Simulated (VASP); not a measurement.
# NaF (Fm-3m) in VASP: notebook

The runs below take NaF through single point, with PBE.

Everything below comes from runs of VASP 6.6.1. Logs are shortened: lines on timing, memory, paths and dates and some standing lists are left out, and cuts for length are marked.

**1. The cell of the first run**

Symmetry: Fm-3m, No. 225, cubic system. The conventional cell has a = 4.572 Å, b = 4.572 Å, c = 4.572 Å, α = 90.00°, β = 90.00°, γ = 90.00°. Within 3.0 Å of Na (site symmetry m-3m) lie 6 F at 2.29 Å. F (site symmetry m-3m) has 6 Na at 2.29 Å within 3.0 Å.

**2. Single point, PBE**

INCAR reads:

```
SYSTEM = NaF
  PREC = Accurate
  ENCUT = 520
  EDIFF = 1E-7
  ISMEAR = 0
  SIGMA = 0.1
  LREAL = .False.
  LASPH = .True.
  NELM = 100
  ALGO = Normal
  ISIF = 2
  LWAVE = .False.
  LCHARG = .False.
  GGA = PE
  NBANDS = 14
```

KPOINTS reads:

```
regular mesh
0
Gamma
  8 8 8
  0 0 0
```

POSCAR reads:

```
NaF
1.0
    0.0000000000      2.2858943317      2.2858943317
    2.2858943317      0.0000000000      2.2858943317
    2.2858943317      2.2858943317      0.0000000000
Na F
1 1
Direct
    0.0000000000      0.0000000000      0.0000000000
    0.5000000000      0.5000000000      0.5000000000
```

Potentials or basis: VASP PAW PBE potentials, release 64 (Na_pv, F).

Command:

```bash
$ cat potpaw_PBE.64/Na_pv/POTCAR potpaw_PBE.64/F/POTCAR > POTCAR
$ mpirun -np 1 vasp_std > vasp.out
```

OUTCAR:

```text
SYSTEM = NaF
   PREC = Accurate
   ENCUT = 520
   EDIFF = 1E-7
   ISMEAR = 0
   LREAL = .False.
   LASPH = .True.
   NELM = 100
   ISIF = 2
   GGA = PE

 ion  position               nearest neighbor table
   1  0.000  0.000  0.000-   2 2.29   2 2.29   2 2.29   2 2.29   2 2.29   2 2.29
   2  0.500  0.500  0.500-   1 2.29   1 2.29   1 2.29   1 2.29   1 2.29   1 2.29

  LATTYP: Found a face centered cubic cell.
 ALAT       =     4.5717886634

  Lattice vectors:

 A1 = (   0.0000000000,   2.2858943317,   2.2858943317)
 A2 = (   2.2858943317,   0.0000000000,   2.2858943317)
 A3 = (   2.2858943317,   2.2858943317,   0.0000000000)

Analysis of symmetry for initial positions (statically):
=====================================================================
 Subroutine PRICEL returns:
 Original cell was already a primitive cell.

 Routine SETGRP: Setting up the symmetry group for a
 face centered cubic supercell.

 Subroutine GETGRP returns: Found 48 space group operations
 (whereof 48 operations were pure point group operations)
 out of a pool of 48 trial point group operations.

The static configuration has the point symmetry O_h .

Analysis of symmetry for dynamics (positions and initial velocities):
=====================================================================
 Subroutine PRICEL returns:
 Original cell was already a primitive cell.

 Routine SETGRP: Setting up the symmetry group for a
 face centered cubic supercell.

 Subroutine GETGRP returns: Found 48 space group operations
 (whereof 48 operations were pure point group operations)
 out of a pool of 48 trial point group operations.

The dynamic configuration has the point symmetry O_h .

 Subroutine INISYM returns: Found 48 space group operations
 (whereof 48 operations are pure point group operations),
 and found     1 'primitive' translations

----------------------------------------------------------------------------------------

                                     Primitive cell

  volume of cell :      23.8890

  direct lattice vectors                    reciprocal lattice vectors
     0.000000000  2.285894332  2.285894332    -0.218732770  0.218732770  0.218732770
     2.285894332  0.000000000  2.285894332     0.218732770 -0.218732770  0.218732770
     2.285894332  2.285894332  0.000000000     0.218732770  0.218732770 -0.218732770

  length of vectors
     3.232742766  3.232742766  3.232742766     0.378856272  0.378856272  0.378856272

  position of ions in fractional coordinates (direct lattice)
     0.000000000  0.000000000  0.000000000
     0.500000000  0.500000000  0.500000000

  ion indices of the primitive-cell ions
   primitive index   ion index
                 1           1
                 2           2

----------------------------------------------------------------------------------------

 KPOINTS: regular mesh

Automatic generation of k-mesh.
 Grid dimensions read from file:
 generate k-points for:    8    8    8

 Generating k-lattice:

  Cartesian coordinates                     Fractional coordinates (reciprocal lattice)
    -0.027341596  0.027341596  0.027341596     0.125000000  0.000000000  0.000000000
     0.027341596 -0.027341596  0.027341596     0.000000000  0.125000000  0.000000000
     0.027341596  0.027341596 -0.027341596     0.000000000  0.000000000  0.125000000

  Length of vectors
     0.047357034  0.047357034  0.047357034

  Shift w.r.t. Gamma in fractional coordinates (k-lattice)
     0.000000000  0.000000000  0.000000000

 Subroutine IBZKPT returns following result:
 ===========================================

 Found     29 irreducible k-points:

 Following reciprocal coordinates:
            Coordinates               Weight
  0.000000  0.000000  0.000000      1.000000
  0.125000  0.000000  0.000000      8.000000
  0.250000  0.000000  0.000000      8.000000
  0.375000  0.000000  0.000000      8.000000
  0.500000  0.000000  0.000000      4.000000
  0.125000  0.125000  0.000000      6.000000
[... 16 lines left out ...]
  0.500000  0.250000  0.125000     48.000000
 -0.375000  0.250000  0.125000     24.000000
 [... further k-points ...]
   k-points           NKPTS =     29   k-points in BZ     NKDIM =     29   number of bands    NBANDS=     14
   number of dos      NEDOS =    301   number of ions     NIONS =      2
   total plane-waves  NPLWV =  13824
   dimension x,y,z NGX =    24 NGY =   24 NGZ =   24
   dimension x,y,z NGXF=    48 NGYF=   48 NGZF=   48
   ions per type =               1   1
   NGX,Y,Z   is equivalent  to a cutoff of  12.34, 12.34, 12.34 a.u.
   NGXF,Y,Z  is equivalent  to a cutoff of  24.68, 24.68, 24.68 a.u.
 SYSTEM =  NaF
   PREC   = accura    normal or accurate (medium, high low for compatibility)
   ISTART =      0    job   : 0-new  1-cont  2-samecut
   ICHARG =      2    charge: 1-file 2-atom 10-const
   ISPIN  =      1    spin polarized calculation?
   LNONCOLLINEAR =      F non collinear calculations
   LSORBIT =      F    spin-orbit coupling
   LASPH  =      T    aspherical Exc in radial PAW
   ENCUT  =  520.0 eV  38.22 Ry    6.18 a.u.   6.01  6.01  6.01*2*pi/ulx,y,z
   NELM   =    100;   NELMIN=  2; NELMDL= -5     # of ELM steps
   EDIFF  = 0.1E-06   stopping-criterion for ELM
   LREAL  =      F    real-space projection
   EDIFFG = 0.1E-05   stopping-criterion for IOM
   NSW    =      0    number of steps for IOM
   IBRION =     -1    ionic relax: 0-MD 1-quasi-New 2-CG
   NFREE  =      0    steps in history (QN), initial steepest desc. (CG)
   ISIF   =      2    stress and relaxation
   ISYM   =      2    0-nonsym 1-usesym 2-fastsym
   POTIM  = 0.5000    time-step for ionic-motion
   TEBEG  =    0.0;   TEEND  =   0.0 temperature during run
   PSTRESS=    0.0 pullay stress
   NELECT =      14.0000    total number of electrons
   NUPDOWN=      -1.0000    fix difference up-down
   EMIN   =  10.00;   EMAX   =-10.00  energy-range for DOS
   EFERMI =   0.00;   METHOD = LEGACY
   ISMEAR =     0;   SIGMA  =   0.10  broadening in eV -4-tet -1-fermi 0-gaus
   EFERMI_NEDOS =   21; number of points for ismear=-14 and -15
   IALGO  =     38    algorithm
   IMIX   =      4    mixing-type and parameters
     AMIX     =   0.40;   BMIX     =  1.00
     AMIX_MAG =   1.60;   BMIX_MAG =  1.00
  volume/ion in A,a.u.               =      11.94        80.61
  Fermi-wavevector in a.u.,A,eV,Ry     =   1.369992  2.588909 25.536476  1.876878
  Thomas-Fermi vector in A             =   2.495818
   LORBIT       =      0    0 simple, 1 ext, 2 COOP (PROOUT), +10 PAW based schemes
   GGA     = PE    functional components
   LHFCALC =     F    Hartree Fock is set to
   AEXX    =    0.0000 exact exchange contribution
   IVDW    =     0    specifies the selected vdW correction
   LEPSILON=     F    determine dielectric tensor
   LRPA    =     F    only Hartree local field effects (RPA)
 non-spin polarized calculation
 Gauss-broadening in eV      SIGMA  =   0.10
  energy-cutoff  :      520.00
  volume of cell :       23.89
 maximum number of plane-waves:       660
   NGX = 13   NGY = 13   NGZ = 13

 number of electron      13.9999998 magnetization

 Free energy of the ion-electron system (eV)
  ---------------------------------------------------
  ext. energy  EPLUGINS =         0.00000000
  ---------------------------------------------------
  free energy    TOTEN  =        -8.54016388 eV

  energy without entropy =       -8.54016388  energy(sigma->0) =       -8.54016388

 E-fermi :  -1.3391     XC(G=0):  -9.3501

 val. band max:       -1.9015884355   @ k =   0.0000   0.0000   0.0000
 cond. band min:       4.6226150742   @ k =   0.0000   0.0000   0.0000
 fundamental gap:      6.5242035097
 Fermi energy:        -1.3390876976

 k-point     1 :       0.0000    0.0000    0.0000
  band No.  band energies     occupation
      1     -21.1461      2.00000
      2     -20.7295      2.00000
      3     -20.7295      2.00000
      4     -20.7295      2.00000
      5      -1.9016      2.00000
      6      -1.9016      2.00000
      7      -1.9016      2.00000
      8       4.6226      0.00000
      9      17.3656      0.00000
     10      17.3656      0.00000
     11      17.3657      0.00000
     12      20.3137      0.00000
     13      22.5359      0.00000
     14      22.5359      0.00000

 k-point     2 :       0.1250    0.0000    0.0000
  band No.  band energies     occupation
      1     -21.3152      2.00000
      2     -20.7314      2.00000
      3     -20.7314      2.00000
      4     -20.5376      2.00000
      5      -2.2128      2.00000
      6      -1.9429      2.00000
      7      -1.9429      2.00000
      8       5.1845      0.00000
      9      15.6139      0.00000
     10      17.6217      0.00000
     11      17.6217      0.00000
     12      21.9927      0.00000
     13      21.9927      0.00000
     14      22.2894      0.00000

 k-point     3 :       0.2500    0.0000    0.0000
  band No.  band energies     occupation
      1     -21.5424      2.00000
      2     -20.7362      2.00000
      3     -20.7362      2.00000
      4     -20.2556      2.00000
      5      -2.8469      2.00000
      6      -2.0413      2.00000
      7      -2.0413      2.00000
      8       6.5335      0.00000
      9      13.5201      0.00000
     10      18.1988      0.00000
     11      18.1988      0.00000
     12      21.3437      0.00000
     13      21.3437      0.00000
     14      23.0838      0.00000

 k-point     4 :       0.3750    0.0000    0.0000
  band No.  band energies     occupation
      1     -21.6957      2.00000
      2     -20.7409      2.00000
      3     -20.7409      2.00000
      4     -20.0458      2.00000
      5      -3.3787      2.00000
      6      -2.1377      2.00000
      7      -2.1377      2.00000
      8       8.1167      0.00000
      9      11.8711      0.00000
     10      18.5876      0.00000
     11      18.5876      0.00000
     12      21.3208      0.00000
     13      21.3208      0.00000
     14      22.6230      0.00000

 k-point     5 :       0.5000    0.0000    0.0000
  band No.  band energies     occupation
      1     -21.7490      2.00000
      2     -20.7429      2.00000
      3     -20.7429      2.00000
      4     -19.9689      2.00000
      5      -3.5791      2.00000
      6      -2.1771      2.00000
      7      -2.1771      2.00000
      8       9.1344      0.00000
      9      10.9179      0.00000
     10      18.6540      0.00000
     11      18.6540      0.00000
[... 276 lines left out ...]
 k-point    22 :       0.3750    0.2500    0.1250
  band No.  band energies     occupation
      1     -21.5182      2.00000
      2     -20.7712      2.00000
      3     -20.7455      2.00000
      4     -20.2357      2.00000
      5      -2.9920      2.00000
      6      -2.2390      2.00000
      7      -2.1296      2.00000
      8       7.5774      0.00000
      9      12.9074      0.00000
     10      16.8626      0.00000
     11      18.5220      0.00000
     12      18.9290      0.00000
     13      22.8897      0.00000
     14      26.0363      0.00000

 k-point    23 :       0.5000    0.2500    0.1250
  band No.  band energies     occupation
      1     -21.5579      2.00000
      2     -20.7883      2.00000
      3     -20.7565      2.00000
      4     -20.1534      2.00000
      5      -3.2056      2.00000
      6      -2.4297      2.00000
      7      -2.2216      2.00000
      8       9.0638      0.00000
      9      11.9516      0.00000
     10      15.9611      0.00000
     11      17.8511      0.00000
     12      20.1084      0.00000
     13      22.2328      0.00000
     14      26.5098      0.00000

 k-point    24 :      -0.3750    0.2500    0.1250
  band No.  band energies     occupation
      1     -21.5722      2.00000
      2     -20.7918      2.00000
      3     -20.7648      2.00000
      4     -20.1213      2.00000
      5      -3.2812      2.00000
      6      -2.5122      2.00000
      7      -2.2620      2.00000
      8      10.1581      0.00000
      9      11.1445      0.00000
     10      15.6539      0.00000
     11      17.5498      0.00000
     12      20.7236      0.00000
     13      21.8254      0.00000
     14      26.7444      0.00000

 [... further k-points ...]
[... 5 lines left out ...]
  --------------------------------------------------------------------------------------
  -------------------------------------------------------------------------------------
  Total        0.6635112      0.6635112      0.6635112      0.0000000      0.0000000      0.0000000
  in kB       44.5000390     44.5000390     44.5000390      0.0000000      0.0000000      0.0000000
  external PRESSURE =      44.5000390 kB  Pullay stress =       0.0000000 kB

 VOLUME and BASIS-vectors are now :
 -----------------------------------------------------------------------------
  energy-cutoff  :      520.00
  volume of cell :       23.89
      direct lattice vectors                 reciprocal lattice vectors
     0.000000000  2.285894332  2.285894332    -0.218732770  0.218732770  0.218732770
     2.285894332  0.000000000  2.285894332     0.218732770 -0.218732770  0.218732770
     2.285894332  2.285894332  0.000000000     0.218732770  0.218732770 -0.218732770

 POSITION                                       TOTAL-FORCE (eV/Angst)
 -----------------------------------------------------------------------------------
      0.00000      0.00000      0.00000         0.000000     -0.000000     -0.000000
      2.28589      2.28589      2.28589         0.000000      0.000000      0.000000
 -----------------------------------------------------------------------------------
    total drift:                                0.000000     -0.000000      0.000000

  FREE ENERGIE OF THE ION-ELECTRON SYSTEM (eV)
  ---------------------------------------------------
  free  energy   TOTEN  =        -8.5401638776 eV

  energy  without entropy=       -8.5401638776  energy(sigma->0) =       -8.54016388
```

Wall time 4.6 s (1 thread of Intel Xeon Platinum 8488C (Sapphire Rapids), shared host); peak memory 0.13 GiB.

Results:

```yaml
Free_energy: -8.5402 eV
Pressure: 4.5 GPa
Band_gap_on_the_k_mesh: 6.52 eV, direct
```

Levels at points of the mesh, in eV from the valence-band top:
| k point | band 4 | band 5 | band 6 | band 7 | band 8 | band 9 | band 10 | band 11 |
| --- | --- | --- | --- | --- | --- | --- | --- | --- |
| (0.00, 0.00, 0.00) | -18.83 | 0.00 | 0.00 | 0.00 | 6.52 | 19.27 | 19.27 | 19.27 |
| (0.50, 0.00, 0.00) | -18.07 | -1.68 | -0.28 | -0.28 | 11.04 | 12.82 | 20.56 | 20.56 |
| (0.50, 0.50, 0.00) | -18.89 | -1.34 | -0.42 | -0.42 | 13.44 | 13.49 | 14.01 | 20.30 |

**3. Single point, PBE**

INCAR reads:

```
PREC = Accurate ; ENCUT = 520
EDIFF = 1E-6 ; ISMEAR = 0
SIGMA = 0.1 ; LREAL = False
LASPH = True ; NELM = 80
ALGO = Normal ; ISIF = 2
LWAVE = False ; LCHARG = False
GGA = PE ; NBANDS = 14
```

KPOINTS reads:

```
Automatic mesh
0
Gamma
  8 8 8
```

POSCAR is that of step 2.

Potentials or basis: VASP PAW PBE potentials, release 64 (Na_pv, F).

Command:

```bash
$ cat potpaw_PBE.64/Na_pv/POTCAR potpaw_PBE.64/F/POTCAR > POTCAR
$ mpirun -np 1 vasp_std > vasp.out
```

Wall time 4.3 s (1 thread of Intel Xeon Platinum 8488C (Sapphire Rapids), shared host); peak memory 0.13 GiB.

It converged, with:

```yaml
Free_energy: -8.5402 eV
Pressure: 4.4 GPa
Band_gap_on_the_k_mesh: 6.52 eV, direct
```

Levels at points of the mesh, in eV from the valence-band top:
```tsv
k point	band 3	band 4	band 5	band 6	band 7	band 8	band 9	band 10	band 11	band 12
(0.00, 0.00, 0.00)	-18.83	-18.83	0.00	0.00	0.00	6.52	19.27	19.27	19.27	22.21
(0.50, 0.00, 0.00)	-18.84	-18.07	-1.68	-0.28	-0.28	11.04	12.82	20.56	20.56	23.41
(0.50, 0.50, 0.00)	-18.89	-18.89	-1.34	-0.42	-0.42	13.44	13.49	14.01	20.30	20.30
```

**4. Single point, PBE**

INCAR reads:

```
PREC = Accurate
ENCUT = 520
EDIFF = 1E-6
ISMEAR = -1
SIGMA = 0.1
LREAL = F
LASPH = T
NELM = 60
ALGO = Normal
ISIF = 2
LWAVE = F
LCHARG = F
GGA = PE
NELECT = 12.0
NBANDS = 14
```

KPOINTS is that of step 3.

POSCAR is that of step 3.

Potentials or basis: VASP PAW PBE potentials, release 64 (Na_pv, F).

Command:

```bash
$ cat potpaw_PBE.64/Na_pv/POTCAR potpaw_PBE.64/F/POTCAR > POTCAR
$ mpirun -np 1 vasp_std > vasp.out
```

OUTCAR:

```text
PREC = Accurate
   ENCUT = 520
   EDIFF = 1E-6
   ISMEAR = -1
   LREAL = F
   LASPH = T
   NELM = 60
   ISIF = 2
   GGA = PE
   NELECT = 12.0

 ion  position               nearest neighbor table
   1  0.000  0.000  0.000-   2 2.29   2 2.29   2 2.29   2 2.29   2 2.29   2 2.29
   2  0.500  0.500  0.500-   1 2.29   1 2.29   1 2.29   1 2.29   1 2.29   1 2.29

  LATTYP: Found a face centered cubic cell.
 ALAT       =     4.5717886634

  Lattice vectors:

 A1 = (   0.0000000000,   2.2858943317,   2.2858943317)
 A2 = (   2.2858943317,   0.0000000000,   2.2858943317)
[... 583 lines left out ...]
      9      11.4900      0.00000
     10      17.1167      0.00000
     11      18.4236      0.00000
     12      22.2021      0.00000
     13      22.9132      0.00000
     14      27.9812      0.00000

 [... further k-points ...]
[... 5 lines left out ...]
  --------------------------------------------------------------------------------------
  -------------------------------------------------------------------------------------
  Total       -9.5779248     -9.5779248     -9.5779248     -0.0000000     -0.0000000     -0.0000000
  in kB     -642.3674942   -642.3674942   -642.3674942     -0.0000000     -0.0000000     -0.0000000
  external PRESSURE =    -642.3674942 kB  Pullay stress =       0.0000000 kB

 VOLUME and BASIS-vectors are now :
 -----------------------------------------------------------------------------
  energy-cutoff  :      520.00
  volume of cell :       23.89
      direct lattice vectors                 reciprocal lattice vectors
     0.000000000  2.285894332  2.285894332    -0.218732770  0.218732770  0.218732770
     2.285894332  0.000000000  2.285894332     0.218732770 -0.218732770  0.218732770
     2.285894332  2.285894332  0.000000000     0.218732770  0.218732770 -0.218732770

 POSITION                                       TOTAL-FORCE (eV/Angst)
 -----------------------------------------------------------------------------------
      0.00000      0.00000      0.00000        -0.000000      0.000000      0.000000
      2.28589      2.28589      2.28589         0.000000     -0.000000      0.000000
 -----------------------------------------------------------------------------------
    total drift:                                0.000000     -0.000000      0.000000

  FREE ENERGIE OF THE ION-ELECTRON SYSTEM (eV)
  ---------------------------------------------------
  free  energy   TOTEN  =         2.3929910404 eV

  energy  without entropy=        2.7206828975  energy(sigma->0) =        2.55683697
```

OSZICAR:

```text
N       E                     dE             d eps       ncg     rms          rms(c)
DAV:   1     0.925059940400E+02    0.92506E+02   -0.67556E+03   828   0.101E+03
DAV:   2     0.465250835900E+01   -0.87853E+02   -0.84590E+02   884   0.287E+02
DAV:   3     0.324477672944E+00   -0.43280E+01   -0.42474E+01   998   0.569E+01
DAV:   4     0.286849382654E+00   -0.37628E-01   -0.37619E-01   908   0.569E+00
DAV:   5     0.286479823358E+00   -0.36956E-03   -0.36955E-03   992   0.562E-01    0.101E+01
DAV:   6     0.233281499279E+01    0.20463E+01   -0.96635E+00   938   0.212E+01    0.193E+00
DAV:   7     0.238131877873E+01    0.48504E-01   -0.27545E-01   884   0.455E+00    0.129E+00
DAV:   8     0.239147645070E+01    0.10158E-01   -0.58618E-02   878   0.261E+00    0.245E-01
DAV:   9     0.239295255779E+01    0.14761E-02   -0.58837E-03  1060   0.966E-01    0.609E-02
DAV:  10     0.239297312971E+01    0.20572E-04   -0.46693E-04   830   0.197E-01    0.421E-02
DAV:  11     0.239298961447E+01    0.16485E-04   -0.10783E-05   974   0.422E-02    0.929E-03
DAV:  12     0.239299094764E+01    0.13332E-05   -0.21395E-06   902   0.144E-02    0.312E-03
DAV:  13     0.239299104044E+01    0.92794E-07   -0.66296E-07   514   0.693E-03
   1 F= 0.23929910E+01 E0= 0.25568370E+01  d E =-.327692E+00
```

It took 4.9 s on 1 thread of Intel Xeon Platinum 8488C (Sapphire Rapids), shared host; peak memory 0.13 GiB.

Results:

```yaml
Free_energy: 2.3930 eV
```

Levels at points of the mesh, in eV from the Fermi level:
| k point | band 3 | band 4 | band 5 | band 6 | band 7 | band 8 | band 9 | band 10 | band 11 | band 12 |
| --- | --- | --- | --- | --- | --- | --- | --- | --- | --- | --- |
| (0.00, 0.00, 0.00) | -7.81 | -7.81 | 0.10 | 0.10 | 0.10 | 15.99 | 29.26 | 29.26 | 29.26 | 33.41 |
| (0.50, 0.00, 0.00) | -7.81 | -7.81 | -0.42 | -0.03 | -0.03 | 20.86 | 21.03 | 30.40 | 30.40 | 32.30 |
| (0.50, 0.50, 0.00) | -7.90 | -7.90 | -0.20 | -0.01 | -0.01 | 22.00 | 23.56 | 23.93 | 29.04 | 29.04 |

Caveat: the cell carries a net charge on a neutralising background, which shifts energy and pressure; the cell is charged against a uniform background, so pressure and absolute levels hang on convention.
